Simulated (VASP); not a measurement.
# K (Pmmm) in VASP: further runs

K is run at these levels: r2SCAN; tasks: single point.

All numbers are computed with VASP 6.6.1; they aren't measurements. Logs are shortened: lines on timing, memory, paths and dates and some standing lists are left out, and cuts for length are marked.

## (1) The cell of the first run

Symmetry: Pmmm, No. 47, orthorhombic system. Conventional cell: a = 4.310 Å, b = 4.429 Å, c = 4.785 Å, α = 90.00°, β = 90.00°, γ = 90.00°. Within 5.7 Å of K (site symmetry mmm) lie 6 K at 4.31 to 4.78 Å.

## (2) Single point, r2SCAN (normal strain along x +0.0275, normal strain along z +0.1100)

POSCAR reads:

```
K
1.0
    4.4289765760      0.0000000000      0.0000000000
    0.0000000000      4.3104394900      0.0000000000
    0.0000000000      0.0000000000      4.7845878339
K
1
Direct
    0.0000000000      0.0000000000      0.0000000000
```

INCAR.step1 reads:

```
SYSTEM = K
ALGO     = Normal         ! electronic algorithm
EDIFF    = 1E-4           ! SCF threshold, eV
ENCUT    = 520            ! plane-wave cutoff, eV
GGA      = PE             ! functional
ISMEAR   = 0              ! smearing method
LASPH    = .True.         ! aspherical terms in the spheres
LCHARG   = .False.        ! write CHGCAR
LREAL    = .False.        ! projectors in reciprocal space
LWAVE    = .True.         ! write WAVECAR
NBANDS   = 10             ! bands
NELM     = 60             ! most SCF steps
PREC     = Accurate       ! precision mode
SIGMA    = 0.15           ! smearing width, eV
```

INCAR.step2 reads:

```
SYSTEM = K
ALGO     = Normal         ! electronic algorithm
EDIFF    = 1E-6           ! SCF threshold, eV
ENCUT    = 520            ! plane-wave cutoff, eV
ISIF     = 2              ! what is computed and relaxed
ISMEAR   = 0              ! smearing method
ISTART   = 1            
LASPH    = .True.         ! aspherical terms in the spheres
LCHARG   = .False.        ! write CHGCAR
LMIXTAU  = .True.       
LREAL    = .False.        ! projectors in reciprocal space
LWAVE    = .False.        ! write WAVECAR
METAGGA  = R2SCAN         ! meta-GGA
NBANDS   = 10             ! bands
NELM     = 60             ! most SCF steps
PREC     = Accurate       ! precision mode
SIGMA    = 0.15           ! smearing width, eV
```

KPOINTS reads:

```
k-points
0
Gamma
  10 10 10
  0 0 0
```

Potentials or basis: VASP PAW PBE potentials, release 64 (K_sv).

Command:

```console
> cat potpaw_PBE.64/K_sv/POTCAR > POTCAR
> cp INCAR.step1 INCAR
> mpirun -np 1 vasp_std > vasp.out
> cp INCAR.step2 INCAR
> mpirun -np 1 vasp_std > vasp.out
```

OUTCAR:

```text
SYSTEM = K
   EDIFF = 1E-6
   ENCUT = 520
   ISIF = 2
   ISMEAR = 0
   ISTART = 1
   LASPH = .True.
   LREAL = .False.
   METAGGA = R2SCAN
   NELM = 60
   PREC = Accurate

 ion  position               nearest neighbor table
   1  0.000  0.000  0.000-

  LATTYP: Found a simple orthorhombic cell.
 ALAT       =     4.3104394900
 B/A-ratio  =     1.0275000000
 C/A-ratio  =     1.1100000000

  Lattice vectors:

 A1 = (   0.0000000000,  -4.3104394900,   0.0000000000)
 A2 = (   4.4289765760,   0.0000000000,   0.0000000000)
 A3 = (   0.0000000000,   0.0000000000,   4.7845878339)

Analysis of symmetry for initial positions (statically):
=====================================================================
 Subroutine PRICEL returns:
 Original cell was already a primitive cell.

 Routine SETGRP: Setting up the symmetry group for a
 simple orthorhombic supercell.

 Subroutine GETGRP returns: Found  8 space group operations
 (whereof  8 operations were pure point group operations)
 out of a pool of  8 trial point group operations.

The static configuration has the point symmetry D_2h.

Analysis of symmetry for dynamics (positions and initial velocities):
=====================================================================
 Subroutine PRICEL returns:
 Original cell was already a primitive cell.

 Routine SETGRP: Setting up the symmetry group for a
 simple orthorhombic supercell.

 Subroutine GETGRP returns: Found  8 space group operations
 (whereof  8 operations were pure point group operations)
 out of a pool of  8 trial point group operations.

The dynamic configuration has the point symmetry D_2h.

 Subroutine INISYM returns: Found  8 space group operations
 (whereof  8 operations are pure point group operations),
 and found     1 'primitive' translations

----------------------------------------------------------------------------------------

                                     Primitive cell

  volume of cell :      91.3418

  direct lattice vectors                    reciprocal lattice vectors
     4.428976576  0.000000000  0.000000000     0.225785796  0.000000000  0.000000000
     0.000000000  4.310439490  0.000000000     0.000000000  0.231994905  0.000000000
     0.000000000  0.000000000  4.784587834     0.000000000  0.000000000  0.209004419

  length of vectors
     4.428976576  4.310439490  4.784587834     0.225785796  0.231994905  0.209004419

  position of ions in fractional coordinates (direct lattice)
     0.000000000  0.000000000  0.000000000

  ion indices of the primitive-cell ions
   primitive index   ion index
                 1           1

----------------------------------------------------------------------------------------

 KPOINTS: k-points

Automatic generation of k-mesh.
 Grid dimensions read from file:
 generate k-points for:   10   10   10

 Generating k-lattice:

  Cartesian coordinates                     Fractional coordinates (reciprocal lattice)
     0.022578580  0.000000000  0.000000000     0.100000000  0.000000000  0.000000000
     0.000000000  0.023199491  0.000000000     0.000000000  0.100000000  0.000000000
     0.000000000  0.000000000  0.020900442     0.000000000  0.000000000  0.100000000

  Length of vectors
     0.022578580  0.023199491  0.020900442

  Shift w.r.t. Gamma in fractional coordinates (k-lattice)
     0.000000000  0.000000000  0.000000000

 Subroutine IBZKPT returns following result:
 ===========================================

 Found    216 irreducible k-points:

 Following reciprocal coordinates:
            Coordinates               Weight
  0.000000  0.000000  0.000000      1.000000
  0.100000  0.000000  0.000000      2.000000
  0.200000  0.000000  0.000000      2.000000
  0.300000  0.000000  0.000000      2.000000
  0.400000  0.000000  0.000000      2.000000
  0.500000  0.000000  0.000000      1.000000
[... 16 lines left out ...]
  0.400000  0.300000  0.000000      4.000000
  0.500000  0.300000  0.000000      2.000000
 [... further k-points ...]
   k-points           NKPTS =    216   k-points in BZ     NKDIM =    216   number of bands    NBANDS=     10
   number of dos      NEDOS =    301   number of ions     NIONS =      1
   total plane-waves  NPLWV =  41472
   dimension x,y,z NGX =    36 NGY =   32 NGZ =   36
   dimension x,y,z NGXF=    72 NGYF=   64 NGZF=   72
   ions per type =               1
   NGX,Y,Z   is equivalent  to a cutoff of  13.51, 12.34, 12.51 a.u.
   NGXF,Y,Z  is equivalent  to a cutoff of  27.03, 24.68, 25.02 a.u.
 SYSTEM =  K
   PREC   = accura    normal or accurate (medium, high low for compatibility)
   ISTART =      1    job   : 0-new  1-cont  2-samecut
   ICHARG =      0    charge: 1-file 2-atom 10-const
   ISPIN  =      1    spin polarized calculation?
   LNONCOLLINEAR =      F non collinear calculations
   LSORBIT =      F    spin-orbit coupling
   LASPH  =      T    aspherical Exc in radial PAW
   ENCUT  =  520.0 eV  38.22 Ry    6.18 a.u.   8.23  8.01  8.90*2*pi/ulx,y,z
   NELM   =     60;   NELMIN=  2; NELMDL=  0     # of ELM steps
   EDIFF  = 0.1E-05   stopping-criterion for ELM
   LREAL  =      F    real-space projection
   EDIFFG = 0.1E-04   stopping-criterion for IOM
   NSW    =      0    number of steps for IOM
   IBRION =     -1    ionic relax: 0-MD 1-quasi-New 2-CG
   NFREE  =      0    steps in history (QN), initial steepest desc. (CG)
   ISIF   =      2    stress and relaxation
   ISYM   =      2    0-nonsym 1-usesym 2-fastsym
   POTIM  = 0.5000    time-step for ionic-motion
   TEBEG  =    0.0;   TEEND  =   0.0 temperature during run
   PSTRESS=    0.0 pullay stress
   NELECT =       9.0000    total number of electrons
   NUPDOWN=      -1.0000    fix difference up-down
   EMIN   =  10.00;   EMAX   =-10.00  energy-range for DOS
   EFERMI =   0.00;   METHOD = LEGACY
   ISMEAR =     0;   SIGMA  =   0.15  broadening in eV -4-tet -1-fermi 0-gaus
   EFERMI_NEDOS =   21; number of points for ismear=-14 and -15
   IALGO  =     38    algorithm
   IMIX   =      4    mixing-type and parameters
     AMIX     =   0.40;   BMIX     =  1.00
     AMIX_MAG =   1.60;   BMIX_MAG =  1.00
  volume/ion in A,a.u.               =      91.34       616.40
  Fermi-wavevector in a.u.,A,eV,Ry     =   0.756135  1.428887  7.778991  0.571740
  Thomas-Fermi vector in A             =   1.854187
   LORBIT       =      0    0 simple, 1 ext, 2 COOP (PROOUT), +10 PAW based schemes
   METAGGA = R2SCAN    functional components
   LHFCALC =     F    Hartree Fock is set to
   AEXX    =    0.0000 exact exchange contribution
   IVDW    =     0    specifies the selected vdW correction
   LEPSILON=     F    determine dielectric tensor
   LRPA    =     F    only Hartree local field effects (RPA)
 non-spin polarized calculation
 Gauss-broadening in eV      SIGMA  =   0.15
  energy-cutoff  :      520.00
  volume of cell :       91.34
 maximum number of plane-waves:      2492
 NGX is ok and might be reduce to    36
   NGX = 17   NGY = 17   NGZ = 17

 number of electron       9.0000000 magnetization

 Free energy of the ion-electron system (eV)
  ---------------------------------------------------
  ext. energy  EPLUGINS =         0.00000000
  ---------------------------------------------------
  free energy    TOTEN  =        -5.88434891 eV

  energy without entropy =       -5.87614586  energy(sigma->0) =       -5.88024738

 E-fermi :  -0.4489     XC(G=0):  -5.3835

 val. band max:       -0.4726107465   @ k =   0.0000   0.3000   0.4000
 cond. band min:      -0.4346781847   @ k =   0.4000   0.2000   0.2000
 fundamental gap:      0.0379325617
 Fermi energy:        -0.4488554058

 k-point     1 :       0.0000    0.0000    0.0000
  band No.  band energies     occupation
      1     -34.4562      2.00000
      2     -17.1298      2.00000
      3     -17.1261      2.00000
      4     -17.1257      2.00000
      5      -2.4825      2.00000
      6       2.5272      0.00000
      7       2.8293      0.00000
      8       4.9465      0.00000
      9       5.8051      0.00000
     10       5.9032      0.00000

 k-point     2 :       0.1000    0.0000    0.0000
  band No.  band energies     occupation
      1     -34.4560      2.00000
      2     -17.1321      2.00000
      3     -17.1293      2.00000
      4     -17.1252      2.00000
      5      -2.3893      2.00000
      6       2.5261      0.00000
      7       2.7693      0.00000
      8       4.7807      0.00000
      9       5.7480      0.00000
     10       5.7764      0.00000

 k-point     3 :       0.2000    0.0000    0.0000
  band No.  band energies     occupation
      1     -34.4552      2.00000
      2     -17.1477      2.00000
      3     -17.1278      2.00000
      4     -17.1239      2.00000
      5      -2.1134      2.00000
      6       2.1782      0.00000
      7       2.8277      0.00000
      8       4.4892      0.00000
      9       5.3575      0.00000
     10       5.3980      0.00000

 k-point     4 :       0.3000    0.0000    0.0000
  band No.  band energies     occupation
      1     -34.4544      2.00000
      2     -17.1670      2.00000
      3     -17.1260      2.00000
      4     -17.1223      2.00000
      5      -1.6644      2.00000
      6       1.4183      0.00000
      7       3.0386      0.00000
      8       4.2324      0.00000
      9       5.0267      0.00000
     10       5.5616      0.00000
[... 222 lines left out ...]
 k-point    22 :       0.3000    0.3000    0.0000
  band No.  band energies     occupation
      1     -34.4518      2.00000
      2     -17.1735      2.00000
      3     -17.1609      2.00000
      4     -17.1211      2.00000
      5      -0.8526      1.99986
      6       2.0329      0.00000
      7       2.2077      0.00000
      8       3.8959      0.00000
      9       4.4104      0.00000
     10       4.9555      0.00000

 k-point    23 :       0.4000    0.3000    0.0000
  band No.  band energies     occupation
      1     -34.4511      2.00000
      2     -17.1760      2.00000
      3     -17.1717      2.00000
      4     -17.1197      2.00000
      5      -0.2975      0.15347
      6       1.2332      0.00000
      7       2.6081      0.00000
      8       3.6017      0.00000
      9       4.4104      0.00000
     10       4.8569      0.00000

 k-point    24 :       0.5000    0.3000    0.0000
  band No.  band energies     occupation
      1     -34.4508      2.00000
      2     -17.1816      2.00000
      3     -17.1710      2.00000
      4     -17.1192      2.00000
      5       0.2222      0.00000
      6       0.6198      0.00000
      7       2.9506      0.00000
      8       3.2763      0.00000
      9       4.3844      0.00000
     10       4.8577      0.00000

 [... further k-points ...]

------------------------ aborting loop because EDIFF is reached ----------------------------------------

  FORCE on cell =-STRESS in cart. coord.  units (eV):
  Direction    XX          YY          ZZ          XY          YZ          ZX
  --------------------------------------------------------------------------------------
  -------------------------------------------------------------------------------------
  Total       -0.1131539      0.0285584     -0.3972610     -0.0000000      0.0000000      0.0000000
  in kB       -1.9847721      0.5009276     -6.9681429     -0.0000000      0.0000000      0.0000000
  external PRESSURE =      -2.8173291 kB  Pullay stress =       0.0000000 kB

 VOLUME and BASIS-vectors are now :
 -----------------------------------------------------------------------------
  energy-cutoff  :      520.00
  volume of cell :       91.34
      direct lattice vectors                 reciprocal lattice vectors
     4.428976576  0.000000000  0.000000000     0.225785796  0.000000000  0.000000000
     0.000000000  4.310439490  0.000000000     0.000000000  0.231994905  0.000000000
     0.000000000  0.000000000  4.784587834     0.000000000  0.000000000  0.209004419

 POSITION                                       TOTAL-FORCE (eV/Angst)
 -----------------------------------------------------------------------------------
      0.00000      0.00000      0.00000         0.000000      0.000000      0.000000
 -----------------------------------------------------------------------------------
    total drift:                                0.000000     -0.000000     -0.000000

  FREE ENERGIE OF THE ION-ELECTRON SYSTEM (eV)
  ---------------------------------------------------
  free  energy   TOTEN  =        -5.8843489107 eV

  energy  without entropy=       -5.8761458565  energy(sigma->0) =       -5.88024738
```

Run time: 15 min. Hardware: 1 thread of Intel Xeon 8259CL, shared host; peak memory 0.34 GiB.

Results:

| Quantity | Value |
| --- | --- |
| Free energy | -5.8843 eV |
| Pressure | -0.3 GPa |
| Band gap on the k mesh | zero (an odd number of electrons rules out a gap without spin polarisation) |

Stress tensor (GPa, compression positive):
```
-0.20  0.00  0.00
 0.00  0.05  0.00
 0.00  0.00 -0.70
```

Caveat: the cell differs from its parent crystal (normal strain along x +0.0275, normal strain along z +0.1100); the PAW data sets were made with another functional, which shifts forces and pressure a little.

## (3) Single point, r2SCAN (normal strain along x +0.0550, normal strain along z +0.0825)

POSCAR reads:

```
K
1.0
    4.5475136620      0.0000000000      0.0000000000
    0.0000000000      4.3104394900      0.0000000000
    0.0000000000      0.0000000000      4.6660507479
K
1
Direct
    0.0000000000      0.0000000000      0.0000000000
```

INCAR.step1 reads:

```
SYSTEM = K
ALGO = Normal
EDIFF = 1E-4
ENCUT = 520
GGA = PE
ISMEAR = 0
LASPH = .TRUE.
LCHARG = .FALSE.
LREAL = .FALSE.
LWAVE = .TRUE.
NBANDS = 10
NELM = 60
PREC = Accurate
SIGMA = 0.15
```

INCAR.step2 reads:

```
SYSTEM = K
ALGO = Normal
EDIFF = 1E-6
ENCUT = 520
ISIF = 2
ISMEAR = 0
ISTART = 1
LASPH = .TRUE.
LCHARG = .TRUE.
LELF = .TRUE.
LMIXTAU = .TRUE.
LREAL = .FALSE.
LVHAR = .TRUE.
LWAVE = .FALSE.
METAGGA = R2SCAN
NBANDS = 10
NELM = 60
PREC = Accurate
SIGMA = 0.15
```

KPOINTS reads:

```
k-points
0
G
  10 10 10
  0 0 0
```

Potentials or basis: VASP PAW PBE potentials, release 64 (K_sv).

Command:

```console
> cat potpaw_PBE.64/K_sv/POTCAR > POTCAR
> cp INCAR.step1 INCAR
> mpirun -np 1 vasp_std > vasp.out
> cp INCAR.step2 INCAR
> mpirun -np 1 vasp_std > vasp.out
```

Wall time 13 min (1 thread of Intel Xeon 8259CL, shared host); peak memory 0.34 GiB.

It converged, with:

```
Free energy            : -5.8887 eV
Pressure               : -0.3 GPa
Band gap on the k mesh : zero (an odd number of electrons rules out a gap without spin polarisation)
```

Stress tensor (GPa, compression positive):
```
-0.40  0.00  0.00
 0.00  0.05  0.00
 0.00  0.00 -0.55
```

Levels at points of the mesh, in eV from the Fermi level:
| k point | band 1 | band 2 | band 3 | band 4 | band 5 | band 6 | band 7 | band 8 | band 9 |
| --- | --- | --- | --- | --- | --- | --- | --- | --- | --- |
| (0.00, 0.00, 0.00) | -34.01 | -16.69 | -16.69 | -16.68 | -2.04 | 3.03 | 3.23 | 5.76 | 6.17 |
| (0.50, 0.00, 0.00) | -34.01 | -16.73 | -16.68 | -16.68 | 0.01 | 0.02 | 3.75 | 4.66 | 5.24 |
| (0.00, 0.50, 0.00) | -34.01 | -16.76 | -16.68 | -16.68 | 0.21 | 0.29 | 3.87 | 4.58 | 4.76 |
| (0.50, 0.50, 0.00) | -34.01 | -16.76 | -16.72 | -16.68 | 1.27 | 2.17 | 2.27 | 2.45 | 5.04 |
| (0.00, 0.00, 0.50) | -34.01 | -16.72 | -16.68 | -16.68 | -0.12 | -0.05 | 3.72 | 4.89 | 5.29 |
| (0.50, 0.00, 0.50) | -34.01 | -16.73 | -16.72 | -16.68 | 1.20 | 1.84 | 1.90 | 2.05 | 5.55 |
| (0.00, 0.50, 0.50) | -34.01 | -16.76 | -16.71 | -16.68 | 1.26 | 2.04 | 2.19 | 2.31 | 5.13 |
| (0.50, 0.50, 0.50) | -34.01 | -16.75 | -16.72 | -16.71 | 2.32 | 2.43 | 2.66 | 4.16 | 4.23 |

Caveat: the cell differs from its parent crystal (normal strain along x +0.0550, normal strain along z +0.0825); the PAW data sets were made with another functional, which shifts forces and pressure a little.

The gap in the log of VASP goes by the Fermi energy; the results here count the filled bands.